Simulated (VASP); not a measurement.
# Nb (Im-3m) in VASP: further runs

Runs on Nb. Level: PBEsol. Tasks: single point.

Everything below comes from runs of VASP 6.6.1. Logs are shortened: lines on timing, memory, paths and dates and some standing lists are left out, and cuts for length are marked.

**1. The cell of the first run**

Symmetry: Im-3m, No. 229, cubic system. Conventional cell: a = 3.278 Å, b = 3.278 Å, c = 3.278 Å, α = 90.00°, β = 90.00°, γ = 90.00°. Within 3.7 Å of Nb (site symmetry m-3m) lie 14 Nb at 2.84 to 3.28 Å.

**2. Single point, PBEsol (strain -0.015 along x and y, -0.015 along z)**

INCAR reads:

```
SYSTEM = Nb
  ALGO = Fast
  EDIFF = 1E-7
  ENCUT = 520
  GGA = PS
  ISIF = 2
  ISMEAR = 0
  LASPH = .True.
  LCHARG = .False.
  LREAL = .False.
  LWAVE = .False.
  NBANDS = 12
  NELM = 80
  PREC = Accurate
  SIGMA = 0.15
```

KPOINTS reads:

```
k-points
0
Gamma
  20 20 20
  0 0 0
```

POSCAR reads:

```
Nb
1.0
   -1.6389907500      1.6389907500      1.6389907500
    1.6389907500     -1.6389907500      1.6389907500
    1.6389907500      1.6389907500     -1.6389907500
Nb
1
Direct
    0.0000000000      0.0000000000      0.0000000000
```

Potentials or basis: VASP PAW PBE potentials, release 64 (Nb_sv).

Command:

```console
cat potpaw_PBE.64/Nb_sv/POTCAR > POTCAR
mpirun -np 1 vasp_std > vasp.out
```

OUTCAR:

```text
SYSTEM = Nb
   EDIFF = 1E-7
   ENCUT = 520
   GGA = PS
   ISIF = 2
   ISMEAR = 0
   LASPH = .True.
   LREAL = .False.
   NELM = 80
   PREC = Accurate

 ion  position               nearest neighbor table
   1  0.000  0.000  0.000-

  LATTYP: Found a body centered cubic cell.
 ALAT       =     3.2779815000

  Lattice vectors:

 A1 = (  -1.6389907500,   1.6389907500,   1.6389907500)
 A2 = (   1.6389907500,  -1.6389907500,   1.6389907500)
 A3 = (   1.6389907500,   1.6389907500,  -1.6389907500)

Analysis of symmetry for initial positions (statically):
=====================================================================
 Subroutine PRICEL returns:
 Original cell was already a primitive cell.

 Routine SETGRP: Setting up the symmetry group for a
 body centered cubic supercell.

 Subroutine GETGRP returns: Found 48 space group operations
[... 9 lines left out ...]

 Routine SETGRP: Setting up the symmetry group for a
 body centered cubic supercell.

 Subroutine GETGRP returns: Found 48 space group operations
[... 11 lines left out ...]
                                     Primitive cell

  volume of cell :      17.6112

  direct lattice vectors                    reciprocal lattice vectors
    -1.638990750  1.638990750  1.638990750     0.000000000  0.305065785  0.305065785
     1.638990750 -1.638990750  1.638990750     0.305065785  0.000000000  0.305065785
     1.638990750  1.638990750 -1.638990750     0.305065785  0.305065785  0.000000000

  length of vectors
     2.838815252  2.838815252  2.838815252     0.431428171  0.431428171  0.431428171

  position of ions in fractional coordinates (direct lattice)
     0.000000000  0.000000000  0.000000000

  ion indices of the primitive-cell ions
   primitive index   ion index
                 1           1

----------------------------------------------------------------------------------------

 KPOINTS: k-points

Automatic generation of k-mesh.
 Grid dimensions read from file:
 generate k-points for:   20   20   20

 Generating k-lattice:

  Cartesian coordinates                     Fractional coordinates (reciprocal lattice)
     0.000000000  0.015253289  0.015253289     0.050000000  0.000000000  0.000000000
     0.015253289  0.000000000  0.015253289     0.000000000  0.050000000  0.000000000
     0.015253289  0.015253289  0.000000000     0.000000000  0.000000000  0.050000000
[... 61 lines left out ...]
   IBRION =     -1    ionic relax: 0-MD 1-quasi-New 2-CG
   NFREE  =      0    steps in history (QN), initial steepest desc. (CG)
   ISIF   =      2    stress and relaxation
   ISYM   =      2    0-nonsym 1-usesym 2-fastsym
   POTIM  = 0.5000    time-step for ionic-motion
   TEBEG  =    0.0;   TEEND  =   0.0 temperature during run
   PSTRESS=    0.0 pullay stress
   NELECT =      13.0000    total number of electrons
   NUPDOWN=      -1.0000    fix difference up-down
   EMIN   =  10.00;   EMAX   =-10.00  energy-range for DOS
   EFERMI =   0.00;   METHOD = LEGACY
   ISMEAR =     0;   SIGMA  =   0.15  broadening in eV -4-tet -1-fermi 0-gaus
   EFERMI_NEDOS =   21; number of points for ismear=-14 and -15
   IALGO  =     68    algorithm
   IMIX   =      4    mixing-type and parameters
     AMIX     =   0.40;   BMIX     =  1.00
     AMIX_MAG =   1.60;   BMIX_MAG =  1.00
  volume/ion in A,a.u.               =      17.61       118.85
  Fermi-wavevector in a.u.,A,eV,Ry     =   1.479538  2.795921 29.783597  2.189033
  Thomas-Fermi vector in A             =   2.593683
   LORBIT       =      0    0 simple, 1 ext, 2 COOP (PROOUT), +10 PAW based schemes
   GGA     = PS    functional components
   LHFCALC =     F    Hartree Fock is set to
   AEXX    =    0.0000 exact exchange contribution
   IVDW    =     0    specifies the selected vdW correction
   LEPSILON=     F    determine dielectric tensor
   LRPA    =     F    only Hartree local field effects (RPA)
 non-spin polarized calculation
 RMM-DIIS sequential band-by-band and
 Gauss-broadening in eV      SIGMA  =   0.15
  energy-cutoff  :      520.00
  volume of cell :       17.61
 maximum number of plane-waves:       490
 NGX is ok and might be reduce to    24
   NGX = 11   NGY = 11   NGZ = 11

 number of electron      13.0000001 magnetization

 Free energy of the ion-electron system (eV)
  ---------------------------------------------------
  ext. energy  EPLUGINS =         0.00000000
  ---------------------------------------------------
  free energy    TOTEN  =       -10.96052520 eV

  energy without entropy =      -10.94468803  energy(sigma->0) =      -10.95260662

 E-fermi :  11.3683     XC(G=0): -12.7461

 val. band max:       11.3664515402   @ k =  -0.1500   0.2000   0.0500
 cond. band min:      11.3750739180   @ k =  -0.2500   0.2500   0.1500
 fundamental gap:      0.0086223778
 Fermi energy:        11.3683423192

 k-point     1 :       0.0000    0.0000    0.0000
  band No.  band energies     occupation
      1     -42.8780      2.00000
      2     -18.1433      2.00000
      3     -18.1433      2.00000
      4     -18.1433      2.00000
      5       5.3469      2.00000
      6      11.7209      0.00089
      7      11.7209      0.00089
      8      11.7209      0.00089
      9      14.7067      0.00000
     10      14.7067      0.00000
     11      25.6337      0.00000
     12      25.6337      0.00000
[... 331 lines left out ...]
 k-point    24 :       0.2500    0.1000    0.0000
  band No.  band energies     occupation
      1     -42.6911      2.00000
      2     -19.1438      2.00000
      3     -18.4675      2.00000
      4     -18.2034      2.00000
      5       7.9353      2.00000
      6      10.2585      2.00000
      7      11.0728      1.99467
      8      14.0767      0.00000
      9      15.2553      0.00000
     10      15.5744      0.00000
     11      25.3958      0.00000
     12      26.7843      0.00000

 [... further k-points ...]

------------------------ aborting loop because EDIFF is reached ----------------------------------------

  FORCE on cell =-STRESS in cart. coord.  units (eV):
  Direction    XX          YY          ZZ          XY          YZ          ZX
  --------------------------------------------------------------------------------------
  -------------------------------------------------------------------------------------
  Total       -0.1500470     -0.1500470     -0.1500470     -0.0000000      0.0000000      0.0000000
  in kB      -13.6504991    -13.6504991    -13.6504991     -0.0000000      0.0000000      0.0000000
  external PRESSURE =     -13.6504991 kB  Pullay stress =       0.0000000 kB

 VOLUME and BASIS-vectors are now :
 -----------------------------------------------------------------------------
  energy-cutoff  :      520.00
  volume of cell :       17.61
      direct lattice vectors                 reciprocal lattice vectors
    -1.638990750  1.638990750  1.638990750     0.000000000  0.305065785  0.305065785
     1.638990750 -1.638990750  1.638990750     0.305065785  0.000000000  0.305065785
     1.638990750  1.638990750 -1.638990750     0.305065785  0.305065785  0.000000000

 POSITION                                       TOTAL-FORCE (eV/Angst)
 -----------------------------------------------------------------------------------
      0.00000      0.00000      0.00000         0.000000     -0.000000      0.000000
 -----------------------------------------------------------------------------------
    total drift:                               -0.000000      0.000000      0.000000

  FREE ENERGIE OF THE ION-ELECTRON SYSTEM (eV)
  ---------------------------------------------------
  free  energy   TOTEN  =       -10.9605252007 eV

  energy  without entropy=      -10.9446880321  energy(sigma->0) =      -10.95260662
```

OSZICAR:

```text
N       E                     dE             d eps       ncg     rms          rms(c)
DAV:   1     0.117573460448E+03    0.11757E+03   -0.73338E+03  6192   0.108E+03
DAV:   2    -0.665766723298E+01   -0.12423E+03   -0.11977E+03  6636   0.389E+02
DAV:   3    -0.111250488054E+02   -0.44674E+01   -0.42606E+01  8832   0.655E+01
[... 19 lines left out ...]
RMM:  23    -0.109605198958E+02    0.61499E-06   -0.18073E-05 11054   0.517E-02    0.710E-02
RMM:  24    -0.109605214875E+02   -0.15917E-05   -0.15023E-05 10955   0.487E-02    0.382E-02
RMM:  25    -0.109605237246E+02   -0.22371E-05   -0.10242E-05 10721   0.401E-02    0.119E-02
RMM:  26    -0.109605249887E+02   -0.12641E-05   -0.32543E-06  9356   0.207E-02    0.124E-03
RMM:  27    -0.109605252346E+02   -0.24591E-06   -0.75500E-07  7666   0.968E-03    0.341E-03
RMM:  28    -0.109605252007E+02    0.33890E-07   -0.26218E-07  5421   0.454E-03
   1 F= -.10960525E+02 E0= -.10952607E+02  d E =-.158372E-01
```

stdout:

```text
POSCAR found type information on POSCAR Nb
 POSCAR found :  1 types and       1 ions
 scaLAPACK will be used
 -----------------------------------------------------------------------------
|                                                                             |
|                                                                             |
|     You enforced a specific xc type in the INCAR file but a different       |
|     I HOPE YOU KNOW WHAT YOU ARE DOING!                                     |
|                                                                             |
 -----------------------------------------------------------------------------

 LDA part: xc-table for (Slater+PW92), standard interpolation
 POSCAR, INCAR and KPOINTS ok, starting setup
 FFT: planning ... GRIDC
 FFT: planning ... GRID_SOFT
 FFT: planning ... GRID
 WAVECAR not read
 entering main loop
WARNING in EDDRMM: call to ZHEGV failed, returncode =   6  3      8
WARNING in EDDRMM: call to ZHEGV failed, returncode =   6  3      8
WARNING in EDDRMM: call to ZHEGV failed, returncode =   6  3     10
WARNING in EDDRMM: call to ZHEGV failed, returncode =   6  3     12
WARNING in EDDRMM: call to ZHEGV failed, returncode =   8  4     12
WARNING in EDDRMM: call to ZHEGV failed, returncode =   8  4     11
```

Run time: 2.2 min. Hardware: 1 thread of AMD EPYC 9R45 (Zen 5), shared host; peak memory 0.15 GiB.

What came out:

* Free energy: -10.9605 eV
* Pressure: -1.4 GPa

Levels at points of the mesh, in eV from the Fermi level:
| k point | band 2 | band 3 | band 4 | band 5 | band 6 | band 7 | band 8 | band 9 | band 10 | band 11 |
| --- | --- | --- | --- | --- | --- | --- | --- | --- | --- | --- |
| (0.00, 0.00, 0.00) | -29.51 | -29.51 | -29.51 | -6.02 | 0.35 | 0.35 | 0.35 | 3.34 | 3.34 | 14.27 |
| (0.50, 0.00, 0.00) | -30.98 | -29.97 | -29.53 | -3.84 | -1.74 | 2.39 | 3.39 | 4.09 | 6.60 | 11.67 |
| (0.50, 0.50, 0.50) | -30.51 | -30.51 | -30.51 | -3.88 | -3.88 | 5.79 | 5.79 | 5.79 | 9.23 | 9.23 |

Caveat: the cell differs from its parent crystal (strain -0.015 along x and y, -0.015 along z); the PAW data sets were made with another functional, which shifts forces and pressure a little.

**3. Single point, PBEsol (strain +0.015 along x and y, +0.015 along z)**

INCAR reads:

```
SYSTEM = Nb
PREC = Accurate
ENCUT = 520
EDIFF = 1E-7
ISMEAR = 0
SIGMA = 0.15
LREAL = .FALSE.
LASPH = .TRUE.
NELM = 100
ALGO = Normal
ISIF = 2
LWAVE = .FALSE.
LCHARG = .FALSE.
GGA = PS
NBANDS = 12
```

KPOINTS reads:

```
regular mesh
0
G
  20 20 20
  0 0 0
```

POSCAR reads:

```
Nb
1.0
   -1.6889092500      1.6889092500      1.6889092500
    1.6889092500     -1.6889092500      1.6889092500
    1.6889092500      1.6889092500     -1.6889092500
Nb
1
Direct
    0.0000000000      0.0000000000      0.0000000000
```

Potentials or basis: VASP PAW PBE potentials, release 64 (Nb_sv).

Command:

```console
cat potpaw_PBE.64/Nb_sv/POTCAR > POTCAR
mpirun -np 1 vasp_std > vasp.out
```

Wall time 49 s (1 thread of AMD EPYC 9R45 (Zen 5), shared host); peak memory 0.15 GiB.

It converged, with:

| Quantity | Value |
| --- | --- |
| Free energy | -10.8729 eV |
| Pressure | -14.8 GPa |

Levels at points of the mesh, in eV from the Fermi level:
| k point | band 2 | band 3 | band 4 | band 5 | band 6 | band 7 | band 8 | band 9 | band 10 | band 11 |
| --- | --- | --- | --- | --- | --- | --- | --- | --- | --- | --- |
| (0.00, 0.00, 0.00) | -29.82 | -29.82 | -29.82 | -5.84 | 0.37 | 0.37 | 0.37 | 3.06 | 3.06 | 14.01 |
| (0.50, 0.00, 0.00) | -30.92 | -30.17 | -29.83 | -3.48 | -1.48 | 1.97 | 3.06 | 3.69 | 5.87 | 11.02 |
| (0.50, 0.50, 0.50) | -30.58 | -30.58 | -30.58 | -3.37 | -3.37 | 5.18 | 5.18 | 5.18 | 8.49 | 8.49 |

Caveat: the cell differs from its parent crystal (strain +0.015 along x and y, +0.015 along z); the PAW data sets were made with another functional, which shifts forces and pressure a little.

**4. Single point, PBEsol (strain +0.030 along x and y, +0.030 along z)**

INCAR reads:

```
SYSTEM = Nb
PREC     = Accurate       ! precision mode
ENCUT    = 520            ! plane-wave cutoff, eV
EDIFF    = 1E-6           ! SCF threshold, eV
ISMEAR   = 0              ! smearing method
SIGMA    = 0.15           ! smearing width, eV
LREAL    = .FALSE.        ! projectors in reciprocal space
LASPH    = .TRUE.         ! aspherical terms in the spheres
NELM     = 100            ! most SCF steps
ALGO     = Normal         ! electronic algorithm
ISIF     = 2              ! what is computed and relaxed
LWAVE    = .FALSE.        ! write WAVECAR
LCHARG   = .FALSE.        ! write CHGCAR
GGA      = PS             ! functional
NBANDS   = 12             ! bands
```

KPOINTS is that of step 3.

POSCAR reads:

```
Nb
1.0
   -1.7138685000      1.7138685000      1.7138685000
    1.7138685000     -1.7138685000      1.7138685000
    1.7138685000      1.7138685000     -1.7138685000
Nb
1
Direct
    0.0000000000      0.0000000000      0.0000000000
```

Command:

```console
cat potpaw_PBE.64/Nb_sv/POTCAR > POTCAR
mpirun -np 1 vasp_std > vasp.out
```

Wall time 42 s (1 thread of AMD EPYC 9R45 (Zen 5), shared host); peak memory 0.15 GiB.

It converged, with:

```
Free energy : -10.7795 eV
Pressure    : -19.7 GPa
```

Levels at points of the mesh, in eV from the Fermi level:
```
           k point  band 2  band 3  band 4  band 5  band 6  band 7  band 8  band 9  band 10  band 11
(0.00, 0.00, 0.00)  -29.96  -29.96  -29.96   -5.74    0.38    0.38    0.38    2.93     2.93    13.88
(0.50, 0.00, 0.00)  -30.92  -30.27  -29.97   -3.31   -1.37    1.80    2.90    3.50     5.54    10.40
(0.50, 0.50, 0.50)  -30.63  -30.63  -30.63   -3.14   -3.14    4.90    4.90    4.90     8.15     8.15
```

Caveat: the cell differs from its parent crystal (strain +0.030 along x and y, +0.030 along z); the PAW data sets were made with another functional, which shifts forces and pressure a little.

**5. Summary**

```tsv
cell	gap on the mesh (eV)	pressure (GPa)
a = 2.839 Å, angles 109.5°, 1 atom	none	-1.4
a = 2.925 Å, angles 109.5°, 1 atom	none	-14.8
a = 2.969 Å, angles 109.5°, 1 atom	none	-19.7
```

Alike in all rows: task single point; level PBEsol; potentials or basis VASP PAW PBE potentials, release 64 (Nb_sv); no spin polarisation; k mesh 20 × 20 × 20; cutoff (eV) 520; smearing gaussian 0.15 eV.

Caveats: the PAW data sets were made with another functional, which shifts forces and pressure a little.

Total energies depend on the potentials used, so only differences within one code and one set of settings carry meaning.
